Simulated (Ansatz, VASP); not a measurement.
## One calculation of ZnS, two programs

```
CELL_PARAMETERS angstrom
2.61758 0.00000 0.00000
-1.30879 2.26689 0.00000
0.00000 0.00000 5.67112
ATOMIC_POSITIONS crystal
Zn 0.00000 0.00000 0.50000
S 0.00000 0.00000 0.00000
```

Alike in both runs: functional PBE; k mesh 6 × 6 × 4; occupations gaussian, width 0.1 eV; no spin polarisation.

Ansatz relaxed the structure, and its values are those at the end. VASP's run is a single point on that final structure, the one shown.

|  | VASP | Ansatz |
| --- | --- | --- |
| version | VASP 6.6.1 | Ansatz 0.2.0 |
| potentials or method | VASP PAW PBE potentials, release 64 (Zn, S), cutoff 520 eV | scalar-relativistic, plane waves, PAW |
| valence electrons in the cell | 18 | 18 |

|  | VASP | Ansatz | Ansatz less VASP |
| --- | --- | --- | --- |
| gap on the k mesh at the Fermi level (eV) | none | none | - |
| pressure (GPa) | 0.1 | 0.0 | -0.06 |

A gap of «none» marks a metal or a gap that the smearing closes. With one functional, cell and mesh, what is left measures potentials, basis and numerics.

The k mesh is coarse, so the values compare programs but aren't converged.
